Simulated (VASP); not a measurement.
Input of a VASP 6.6.1 run:

The input INCAR:

```
SYSTEM = KF
  PREC = Accurate
  ENCUT = 520
  EDIFF = 1E-8
  ISMEAR = -1
  SIGMA = 0.05
  LREAL = .False.
  LASPH = .True.
  NELM = 120
  ALGO = Normal
  ISIF = 2
  LWAVE = .False.
  LCHARG = .False.
  GGA = PE
  LEFG = .True.
  NBANDS = 15
  GGA_COMPAT = .False.
```

Contents of KPOINTS:

```
Automatic mesh
0
Gamma
  11 11 11
  0 0 0
```

The input POSCAR:

```
KF
1.0
    0.0000000000      2.9548362917      2.9548362917
    2.9548362917      0.0000000000      2.9548362917
    2.9548362917      2.9548362917      0.0000000000
K F
1 1
Direct
    0.0000000000      0.0000000000      0.0000000000
    0.2500000000      0.2500000000      0.2500000000
```

Potentials or basis: VASP PAW PBE potentials, release 64 (K_sv, F).

Launch:

```sh
$ cat potpaw_PBE.64/K_sv/POTCAR potpaw_PBE.64/F/POTCAR > POTCAR
$ mpirun -np 1 vasp_std > vasp.out
```

Q: What does it give for the pressure?

A: 0.5 GPa.

Q: Estimate the band gap on the k mesh.

A: 5.11 eV (least direct gap 5.30 eV).

Caveat: an odd mesh through Γ misses points on the zone boundary, where band edges can lie.
